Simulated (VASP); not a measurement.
Set up this calculation in VASP 6.6.1, as the native input.

```yaml
Task: single point
Functional: PBEsol
Potentials_or_basis: VASP PAW PBE potentials, release 64 (Al, N)
Cutoff: 520 eV
k_mesh: 2 × 2 × 2, shifted
Occupations: fermi-dirac, width 0.0388 eV
Spin: no spin polarisation
Dipole_correction: no
Mended: yes
Further_INCAR_settings: LREAL = Auto; ALGO = Normal; EDIFF = 1e-06; NBANDS = 46; ISYM = -1
```

The structure of AlN lies in POSCAR:

```
AlN
1.0
   -4.3824988109      4.3824988109      0.0000000000
   -4.3824988109      0.0000000000      4.3824988109
    0.0000000000      4.3824988109      4.3824988109
Al N
8 8
Direct
   -0.0217645239     -0.0013544784     -0.0079701105
    0.4814070901      0.0221337196      0.0076782679
   -0.0062719926      0.5019891836      0.0004606961
   -0.0025877931     -0.0042325168      0.4929724099
    0.4981433183      0.5205163991      0.0074100419
    0.4992028736     -0.0020673137      0.5164624333
    0.0128895643      0.4826126809      0.5057554139
    0.5085778904      0.5071796014      0.4976548983
    0.6125913813      0.6471173461      0.1183724223
    0.1200245619      0.6059452871      0.1306315243
    0.6237412987      0.1482783061      0.1237674038
    0.6244868779      0.6184346230      0.6282477460
    0.1204247902      0.1269708274      0.1178586743
    0.1249721959      0.6329992590      0.6117337655
    0.6054554980      0.1266911924      0.6342778675
    0.1330579939      0.1110456662      0.6180488842
```

This cell differs from its parent crystal: dynamics (nvt langevin) at 450 K, volume x 1.01, from the last frame before.

These files were run (other wordings do the same):

INCAR

```
PREC = Accurate
ENCUT = 520
EDIFF = 1E-6
ISMEAR = -1
SIGMA = 0.0388
LREAL = Auto
LASPH = T
NELM = 120
ALGO = Normal
ISIF = 2
LWAVE = F
LCHARG = T
GGA = PS
LELF = T
LVHAR = T
NBANDS = 46
GGA_COMPAT = F
ISYM = -1
```

KPOINTS

```
explicit points
4
Reciprocal
  0.25000000   0.25000000   0.25000000 2
  0.25000000   0.25000000   0.75000000 2
  0.25000000   0.75000000   0.25000000 2
  0.25000000   0.75000000   0.75000000 2
```

Potentials or basis: VASP PAW PBE potentials, release 64 (Al, N).

Launch:

```bash
$ cat potpaw_PBE.64/Al/POTCAR potpaw_PBE.64/N/POTCAR > POTCAR
$ mpirun -np 1 vasp_std > vasp.out
```

Results of the run:

| Property | Result |
| --- | --- |
| Pressure | 0.5 GPa |
| Largest force | 2.596 eV/Å |
| Band gap on the k mesh | 3.86 eV |

Caveat: the atoms stand as in a frame of molecular dynamics; the PAW data sets were made with another functional, which shifts forces and pressure a little; a shifted mesh leaves out Γ, where band edges can lie.

It took 45 s on 1 thread of Intel(R) Xeon(R) Platinum 8488C (Sapphire Rapids), with other jobs on the host, peak memory 0.3 GiB.
